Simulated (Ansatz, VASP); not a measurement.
LiH: VASP beside Ansatz

POSCAR

```
LiH
1.0
    0.0000000000      1.9188040740      1.9188040740
    1.9188040740      0.0000000000      1.9188040740
    1.9188040740      1.9188040740      0.0000000000
Li H
1 1
Direct
    0.0000000000      0.0000000000      0.0000000000
    0.5000000000      0.5000000000      0.5000000000
```

Contents of INCAR.step1:

```
ALGO = Normal ; EDIFF = 1E-5
ENCUT = 1350 ; GGA = PE
GGA_COMPAT = False ; ISMEAR = 0
LASPH = True ; LCHARG = False
LREAL = False ; LWAVE = True
NBANDS = 9 ; NELM = 120
PREC = Accurate ; SIGMA = 0.02
```

Contents of INCAR.step2:

```
ALGO = Normal ; EDIFF = 1E-6
ENCUT = 1350 ; GGA_COMPAT = False
ISIF = 2 ; ISMEAR = 0
ISTART = 1 ; LASPH = True
LCHARG = False ; LMIXTAU = True
LREAL = False ; LWAVE = False
METAGGA = R2SCAN ; NBANDS = 9
NELM = 120 ; PREC = Accurate
SIGMA = 0.02
```

KPOINTS

```
k-points
0
Gamma
  10 10 10
```

Input for Ansatz:

```yaml
crystal:
  lattice:
    - [0.0, 1.918804074, 1.918804074]
    - [1.918804074, 0.0, 1.918804074]
    - [1.918804074, 1.918804074, 0.0]
  atoms:
    - { symbol: Li, position: [0.0, 0.0, 0.0] }
    - { symbol: H, position: [0.5, 0.5, 0.5] }
basis:
  ecutwfc: 500
kpoints:
  mp_grid: { grid: [10, 10, 10] }
hamiltonian:
  xc: r2scan
scf:
  occupations: { method: gaussian, width: 0.02 }
output:
  forces: true
  stress: true
  eigenvalues: true
  write_density: true
  write_potential: true
  elf: true
  volumetric_format: npy
```

Alike in both runs: task single point; functional r2SCAN; k mesh 10 × 10 × 10; occupations gaussian, width 0.02 eV; no spin polarisation.

|  | VASP | Ansatz |
| --- | --- | --- |
| version | VASP 6.6.1 | Ansatz 0.2.0 |
| potentials or method | VASP PAW PBE potentials, release 64 (Li_sv, H_h), cutoff 1350 eV | scalar-relativistic, plane waves, PAW |
| valence electrons in the cell | 4 | 4 |

Ansatz gave:

```
gap on the k mesh at the Fermi level (eV) : 3.53
least direct gap on the mesh (eV)         : 3.53
pressure (GPa)                            : 5.8
```

Task: Estimate VASP's values.

Result: gap on the k mesh at the Fermi level (eV): 3.49; least direct gap on the mesh (eV): 3.49; pressure (GPa): 5.2.

VASP's potentials were made for PBE, not for r2SCAN.
